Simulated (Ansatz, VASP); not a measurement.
LiF: VASP beside Ansatz

File INCAR:

```
SYSTEM = LiF
ALGO = Normal
EDIFF = 1E-6
ENCUT = 520
GGA = PE
ISIF = 2
ISMEAR = 0
LASPH = .True.
LCHARG = .False.
LREAL = .False.
LWAVE = .False.
NBANDS = 18
NELM = 60
PREC = Accurate
SIGMA = 0.05
```

File KPOINTS:

```
k-points
0
Gamma
  9 9 6
  0 0 0
```

The input POSCAR:

```
LiF
1.0
    3.1775711328      0.0000000000      0.0000000000
   -1.5887855664      2.7518573233      0.0000000000
    0.0000000000      0.0000000000      4.7437959441
Li F
2 2
Direct
    0.3333333333      0.6666666667      0.3300704633
    0.6666666667      0.3333333333      0.8300704633
    0.3333333333      0.6666666667      0.9939266766
    0.6666666667      0.3333333333      0.4939266766
```

Input for Ansatz:

```yaml
crystal:
  lattice:
    - [3.1775711328, 0.0, 0.0]
    - [-1.5887855664, 2.7518573233, 0.0]
    - [0.0, 0.0, 4.7437959441]
  atoms:
    - { symbol: Li, position: [0.3333333333, 0.6666666667, 0.3300704633] }
    - { symbol: Li, position: [0.6666666667, 0.3333333333, 0.8300704633] }
    - { symbol: F, position: [0.3333333333, 0.6666666667, 0.9939266766] }
    - { symbol: F, position: [0.6666666667, 0.3333333333, 0.4939266766] }
basis:
  ecutwfc: 520.0
kpoints:
  mp_grid: { grid: [9, 9, 6] }
hamiltonian:
  xc: pbe
scf:
  occupations: { method: gaussian, width: 0.05 }
output:
  forces: true
  stress: true
  eigenvalues: true
```

Alike in both runs: task single point; functional PBE; k mesh 9 × 9 × 6; occupations gaussian, width 0.05 eV; no spin polarisation.

|  | VASP | Ansatz |
| --- | --- | --- |
| version | VASP 6.6.1 | Ansatz 0.2.0 |
| potentials or method | VASP PAW PBE potentials, release 64 (Li_sv, F), cutoff 520 eV | scalar-relativistic, plane waves, PAW |
| valence electrons in the cell | 20 | 20 |

Ansatz gave:

* gap on the k mesh at the Fermi level (eV): 7.59
* least direct gap on the mesh (eV): 7.59
* rms of the force components (eV/Å): 1.187

Q: What did VASP give for the same quantities?

A: gap on the k mesh at the Fermi level (eV): 7.57; least direct gap on the mesh (eV): 7.57; rms of the force components (eV/Å): 1.265.

Atom by atom the forces differ by 0.078 eV/Å (rms over components).

Noted on VASP's run: the cutoff is short for stress, so the pressure is rough.
